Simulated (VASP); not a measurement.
# P (P4/mmm) in VASP: single point with r2SCAN

Aim: the single point of P with r2SCAN.

Program: VASP 6.6.1. These are calculated values, not measurements. Logs are shortened: lines on timing, memory, paths and dates and some standing lists are left out, and cuts for length are marked.

**1. The cell of the first run**

It takes space group P4/mmm (No. 123, tetragonal). Conventional cell: a = 4.276 Å, b = 4.276 Å, c = 4.381 Å, α = 90.00°, β = 90.00°, γ = 90.00°. P (site symmetry 4/mmm) has 6 P at 4.28 to 4.38 Å within 5.6 Å.

**2. Single point, r2SCAN**

The input, POSCAR:

```
P
1.0
    6.0472448000      0.0000000000      0.0000000000
    0.0000000000      6.0472448000      0.0000000000
    0.0000000000      0.0000000000      4.3812202500
P
2
Direct
    0.7500000000      0.2500000000      0.0000000000
    0.2500000000      0.7500000000      0.0000000000
```

The input, INCAR.step1:

```
SYSTEM = P
PREC = Accurate
ENCUT = 520
ISMEAR = -1
SIGMA = 0.1
LREAL = .FALSE.
LASPH = .TRUE.
NELM = 100
NBANDS = 12
GGA = PE
ALGO = Normal
EDIFF = 1E-4
LWAVE = .TRUE.
LCHARG = .FALSE.
```

The input, INCAR.step2:

```
SYSTEM = P
PREC = Accurate
ENCUT = 520
EDIFF = 1E-7
ISMEAR = -1
SIGMA = 0.1
LREAL = .FALSE.
LASPH = .TRUE.
NELM = 100
ALGO = Normal
ISIF = 2
LWAVE = .FALSE.
LCHARG = .FALSE.
METAGGA = R2SCAN
LMIXTAU = .TRUE.
NBANDS = 12
ISTART = 1
```

The input, KPOINTS:

```
Automatic mesh
0
G
  6 6 8
  0 0 0
```

Potentials or basis: VASP PAW PBE potentials, release 64 (P).

The run is started by

```sh
> cat potpaw_PBE.64/P/POTCAR > POTCAR
> cp INCAR.step1 INCAR
> mpirun -np 1 vasp_std > vasp.out
> cp INCAR.step2 INCAR
> mpirun -np 1 vasp_std > vasp.out
```

OUTCAR:

```text
SYSTEM = P
   PREC = Accurate
   ENCUT = 520
   EDIFF = 1E-7
   ISMEAR = -1
   LREAL = .FALSE.
   LASPH = .TRUE.
   NELM = 100
   ISIF = 2
   METAGGA = R2SCAN
   ISTART = 1

 ion  position               nearest neighbor table
   1  0.750  0.250  0.000-
   2  0.250  0.750  0.000-

  LATTYP: Found a simple tetragonal cell.
 ALAT       =     6.0472448000
 C/A-ratio  =     0.7244985766

  Lattice vectors:

 A1 = (   6.0472448000,   0.0000000000,   0.0000000000)
 A2 = (   0.0000000000,   6.0472448000,   0.0000000000)
 A3 = (   0.0000000000,   0.0000000000,   4.3812202500)

Analysis of symmetry for initial positions (statically):
=====================================================================
 Subroutine PRICEL returns following result:

  LATTYP: Found a simple tetragonal cell.
 ALAT       =     4.2760478056
 C/A-ratio  =     1.0245957130

  Lattice vectors:

 A1 = (   3.0236224000,  -3.0236224000,   0.0000000000)
 A2 = (   3.0236224000,   3.0236224000,   0.0000000000)
 A3 = (   0.0000000000,   0.0000000000,   4.3812202500)

   2 primitive cells build up your supercell.

 Routine SETGRP: Setting up the symmetry group for a
 simple tetragonal supercell.

 Subroutine GETGRP returns: Found 16 space group operations
 (whereof  8 operations were pure point group operations)
 out of a pool of 16 trial point group operations.

The static configuration has the point symmetry D_2h.
 The point group associated with its full space group is D_4h.

Analysis of symmetry for dynamics (positions and initial velocities):
=====================================================================
 Subroutine PRICEL returns following result:

  LATTYP: Found a simple tetragonal cell.
 ALAT       =     4.2760478056
 C/A-ratio  =     1.0245957130

  Lattice vectors:

 A1 = (   3.0236224000,  -3.0236224000,   0.0000000000)
 A2 = (   3.0236224000,   3.0236224000,   0.0000000000)
 A3 = (   0.0000000000,   0.0000000000,   4.3812202500)

   2 primitive cells build up your supercell.

 Routine SETGRP: Setting up the symmetry group for a
 simple tetragonal supercell.

 Subroutine GETGRP returns: Found 16 space group operations
 (whereof  8 operations were pure point group operations)
[... 102 lines left out ...]
   LREAL  =      F    real-space projection
   EDIFFG = 0.1E-05   stopping-criterion for IOM
   NSW    =      0    number of steps for IOM
   IBRION =     -1    ionic relax: 0-MD 1-quasi-New 2-CG
   NFREE  =      0    steps in history (QN), initial steepest desc. (CG)
   ISIF   =      2    stress and relaxation
   ISYM   =      2    0-nonsym 1-usesym 2-fastsym
   POTIM  = 0.5000    time-step for ionic-motion
   TEBEG  =    0.0;   TEEND  =   0.0 temperature during run
   PSTRESS=    0.0 pullay stress
   NELECT =      10.0000    total number of electrons
   NUPDOWN=      -1.0000    fix difference up-down
   EMIN   =  10.00;   EMAX   =-10.00  energy-range for DOS
   EFERMI =   0.00;   METHOD = LEGACY
   ISMEAR =    -1;   SIGMA  =   0.10  broadening in eV -4-tet -1-fermi 0-gaus
   EFERMI_NEDOS =   21; number of points for ismear=-14 and -15
   IALGO  =     38    algorithm
   IMIX   =      4    mixing-type and parameters
     AMIX     =   0.40;   BMIX     =  1.00
     AMIX_MAG =   1.60;   BMIX_MAG =  1.00
  volume/ion in A,a.u.               =      80.11       540.60
  Fermi-wavevector in a.u.,A,eV,Ry     =   0.649389  1.227167  5.737655  0.421706
  Thomas-Fermi vector in A             =   1.718329
   LORBIT       =      0    0 simple, 1 ext, 2 COOP (PROOUT), +10 PAW based schemes
   METAGGA = R2SCAN    functional components
   LHFCALC =     F    Hartree Fock is set to
   AEXX    =    0.0000 exact exchange contribution
   IVDW    =     0    specifies the selected vdW correction
   LEPSILON=     F    determine dielectric tensor
   LRPA    =     F    only Hartree local field effects (RPA)
 non-spin polarized calculation
  energy-cutoff  :      520.00
  volume of cell :      160.22
 maximum number of plane-waves:      4352
 NGX is ok and might be reduce to    48
   NGX = 23   NGY = 23   NGZ = 17

 number of electron       9.9999999 magnetization

 Free energy of the ion-electron system (eV)
  ---------------------------------------------------
  ext. energy  EPLUGINS =         0.00000000
  ---------------------------------------------------
  free energy    TOTEN  =        -8.71860599 eV

  energy without entropy =       -8.49076957  energy(sigma->0) =       -8.60468778

 E-fermi :  -3.2231     XC(G=0):  -5.1824

 val. band max:       -3.2257253309   @ k =   0.5000   0.3333   0.2500
 cond. band min:      -3.2229488659   @ k =   0.3333   0.1667   0.0000
 fundamental gap:      0.0027764650
 Fermi energy:        -3.2230630063

 k-point     1 :       0.0000    0.0000    0.0000
  band No.  band energies     occupation
      1     -12.4136      2.00000
      2     -12.0581      2.00000
      3      -3.7821      1.99256
      4      -3.7821      1.99256
      5      -2.7680      0.02090
      6      -2.6529      0.00666
      7      -2.6529      0.00666
      8      -2.4670      0.00104
      9       1.8019      0.00000
     10       2.9426      0.00000
     11       4.8239      0.00000
     12       4.9093      0.00000
[... 331 lines left out ...]
 k-point    24 :       0.5000    0.0000    0.2500
  band No.  band energies     occupation
      1     -12.1689      2.00000
      2     -12.1689      2.00000
      3      -3.3293      1.48639
      4      -3.3293      1.48639
      5      -3.1975      0.87299
      6      -3.1975      0.87299
      7      -3.1934      0.85261
      8      -3.1934      0.85261
      9       3.6299      0.00000
     10       3.6299      0.00000
     11       5.7223      0.00000
     12       5.7223      0.00000

 [... further k-points ...]

------------------------ aborting loop because EDIFF is reached ----------------------------------------

  FORCE on cell =-STRESS in cart. coord.  units (eV):
  Direction    XX          YY          ZZ          XY          YZ          ZX
  --------------------------------------------------------------------------------------
  -------------------------------------------------------------------------------------
  Total       -3.9666175     -3.9666175     -3.4935451      0.0000000      0.0000000      0.0000000
  in kB      -39.6662117    -39.6662117    -34.9354831      0.0000000      0.0000000      0.0000000
  external PRESSURE =     -38.0893021 kB  Pullay stress =       0.0000000 kB

 VOLUME and BASIS-vectors are now :
 -----------------------------------------------------------------------------
  energy-cutoff  :      520.00
  volume of cell :      160.22
      direct lattice vectors                 reciprocal lattice vectors
     6.047244800  0.000000000  0.000000000     0.165364564  0.000000000  0.000000000
     0.000000000  6.047244800  0.000000000     0.000000000  0.165364564  0.000000000
     0.000000000  0.000000000  4.381220250     0.000000000  0.000000000  0.228246914

 POSITION                                       TOTAL-FORCE (eV/Angst)
 -----------------------------------------------------------------------------------
      4.53543      1.51181      0.00000        -0.000000     -0.000000      0.000000
      1.51181      4.53543      0.00000         0.000000      0.000000     -0.000000
 -----------------------------------------------------------------------------------
    total drift:                               -0.000000     -0.000000     -0.000000

  FREE ENERGIE OF THE ION-ELECTRON SYSTEM (eV)
  ---------------------------------------------------
  free  energy   TOTEN  =        -8.7186059902 eV

  energy  without entropy=       -8.4907695726  energy(sigma->0) =       -8.60468778
```

OUTCAR.step1:

```text
SYSTEM = P
   PREC = Accurate
   ENCUT = 520
   ISMEAR = -1
   LREAL = .FALSE.
[... 607 lines left out ...]
      4.53543      1.51181      0.00000         0.000000      0.000000      0.000000
      1.51181      4.53543      0.00000         0.000000      0.000000      0.000000
 -----------------------------------------------------------------------------------
    total drift:                               -0.000000     -0.000000     -0.000000

  FREE ENERGIE OF THE ION-ELECTRON SYSTEM (eV)
  ---------------------------------------------------
  free  energy   TOTEN  =        -2.3725051657 eV

  energy  without entropy=       -2.1302075114  energy(sigma->0) =       -2.25135634
```

OSZICAR.step1:

```text
N       E                     dE             d eps       ncg     rms          rms(c)
DAV:   1     0.327926540152E+02    0.32793E+02   -0.30661E+03  1200   0.573E+02
DAV:   2    -0.685364031092E-01   -0.32861E+02   -0.32161E+02  1792   0.877E+01
DAV:   3    -0.234992154978E+01   -0.22814E+01   -0.22051E+01  1516   0.233E+01
DAV:   4    -0.239964811515E+01   -0.49727E-01   -0.49649E-01  1468   0.427E+00
DAV:   5    -0.240093784288E+01   -0.12897E-02   -0.12896E-02  1548   0.700E-01    0.725E-01
DAV:   6    -0.237598101907E+01    0.24957E-01   -0.33326E-02  1448   0.765E-01    0.366E-01
DAV:   7    -0.237125779504E+01    0.47232E-02   -0.30624E-02  1444   0.745E-01    0.187E-01
DAV:   8    -0.237248954377E+01   -0.12317E-02   -0.14543E-03  1456   0.197E-01    0.156E-02
DAV:   9    -0.237250516572E+01   -0.15622E-04   -0.15495E-05  1092   0.277E-02
   1 F= -.23725052E+01 E0= -.22513563E+01  d E =-.242298E+00
```

It took 4 min on 1 thread of AMD EPYC 9R45 (Zen 5), shared host; peak memory 0.3 GiB.

What came out:

```
Free energy            : -8.7186 eV
Pressure               : -3.8 GPa
Band gap on the k mesh : zero (bands 5 and 6 overlap by 1.13 eV)
```

Stress tensor (GPa, compression positive):
```
-3.97  0.00  0.00
 0.00 -3.97  0.00
 0.00  0.00 -3.49
```

Caveat: the cell stands under tension; the PAW data sets were made with another functional, which shifts forces and pressure a little.
